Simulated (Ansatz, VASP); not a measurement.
## One calculation of TlBr, two programs

Contents of POSCAR:

```
TlBr
1.0
    3.9461933165      0.0000000000      0.0000000000
    0.0000000000      3.9461933165      0.0000000000
    0.0000000000      0.0000000000      3.9461933165
Tl Br
1 1
Direct
    0.0000000000      0.0000000000      0.0000000000
    0.5000000000      0.5000000000      0.5000000000
```

File INCAR.step1:

```
PREC     = Accurate       # precision mode
ENCUT    = 550            # plane-wave cutoff, eV
ISMEAR   = 0              # smearing method
SIGMA    = 0.01           # smearing width, eV
LREAL    = False          # projectors in reciprocal space
LASPH    = True           # aspherical terms in the spheres
NELM     = 120            # most SCF steps
NBANDS   = 17             # bands
GGA      = PE             # functional
ALGO     = Normal         # electronic algorithm
EDIFF    = 1E-5           # SCF threshold, eV
LWAVE    = True           # write WAVECAR
LCHARG   = False          # write CHGCAR
GGA_COMPAT= False
```

The input INCAR.step2:

```
PREC     = Accurate       # precision mode
ENCUT    = 550            # plane-wave cutoff, eV
EDIFF    = 1E-6           # SCF threshold, eV
ISMEAR   = 0              # smearing method
SIGMA    = 0.01           # smearing width, eV
LREAL    = False          # projectors in reciprocal space
LASPH    = True           # aspherical terms in the spheres
NELM     = 120            # most SCF steps
ALGO     = Normal         # electronic algorithm
ISIF     = 2              # what is computed and relaxed
LWAVE    = False          # write WAVECAR
LCHARG   = False          # write CHGCAR
METAGGA  = R2SCAN         # meta-GGA
LMIXTAU  = True         
IVDW     = 13             # dispersion correction
VDW_S6   = 1.0          
VDW_S8   = 0.6018749    
VDW_A1   = 0.51559235   
VDW_A2   = 5.77342911   
NBANDS   = 17             # bands
ISTART   = 1            
GGA_COMPAT= False
```

KPOINTS

```
regular mesh
0
Gamma
  4 4 4
```

Input for Ansatz:

```yaml
crystal:
  lattice:
    - [3.9461933165, 0.0, 0.0]
    - [0.0, 3.9461933165, 0.0]
    - [0.0, 0.0, 3.9461933165]
  atoms:
    - { symbol: Tl, position: [0.0, 0.0, 0.0] }
    - { symbol: Br, position: [0.5, 0.5, 0.5] }
kpoints:
  mp_grid: { grid: [4, 4, 4] }
hamiltonian:
  xc: r2scan
  dispersion: d4
scf:
  occupations: { method: fixed }
  n_extra_bands: 4
output:
  forces: true
  stress: true
  eigenvalues: true
```

Alike in both runs: task single point; functional r2SCAN; dispersion D4; k mesh 4 × 4 × 4; no spin polarisation.

|  | VASP | Ansatz |
| --- | --- | --- |
| version | VASP 6.6.1 | Ansatz 0.2.0 |
| potentials or method | VASP PAW PBE potentials, release 64 (Tl_d, Br) | plane waves |
| plane-wave cutoff (eV) | 550 | 500 |
| occupations | gaussian, width 0.01 eV | fixed |
| valence electrons in the cell | 20 | 20 |

```tsv
	VASP	Ansatz	Ansatz less VASP
gap on the k mesh at the Fermi level (eV)	2.23	2.22	-0.006
pressure (GPa)	2.0	2.1	+0.03
```

VASP's potentials were made for PBE, not for r2SCAN.

Neither program's run includes spin-orbit coupling.
